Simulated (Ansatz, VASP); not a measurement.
**One calculation of MnHg3, two programs**

```
Hg Mn
1.0
     4.44711    0.00000    0.00000
     0.00000    4.44711    0.00000
     0.00000    0.00000    4.44711
Hg Mn
3 1
Direct
  0.50000 0.50000 0.00000
  0.00000 0.50000 0.50000
  0.50000 0.00000 0.50000
  0.00000 0.00000 0.00000
```

Alike in both runs: task single point; functional PBE; k mesh 6 × 6 × 6; occupations fermi-dirac, width 0.05 eV; collinear spin.

|  | VASP | Ansatz |
| --- | --- | --- |
| version | VASP 6.6.1 | Ansatz 0.2.0 |
| potentials or method | VASP PAW PBE potentials, release 64 (Hg, Mn_pv) | Ansatz PAW |
| plane-wave cutoff (eV) | 520 | 420 |
| valence electrons in the cell | 49 | 75 |

|  | VASP | Ansatz | Ansatz less VASP |
| --- | --- | --- | --- |
| gap on the k mesh at the Fermi level (eV) | none | none | - |
| pressure (GPa) | -0.4 | -0.7 | -0.29 |
| net moment per atom (μB) | 1.09 | 1.09 | 0.000 |
| size of the moment on the site where the two differ most (μB) | 4.14 | 4.31 | +0.165 |

Site moments also hang on the region over which each program counts them. A gap of «none» marks a metal or a gap that the smearing closes. VASP's potentials hold 49 valence electrons a cell and Ansatz's 75, so a difference there can come from the potentials and not from the codes.

Neither program's run includes spin-orbit coupling.
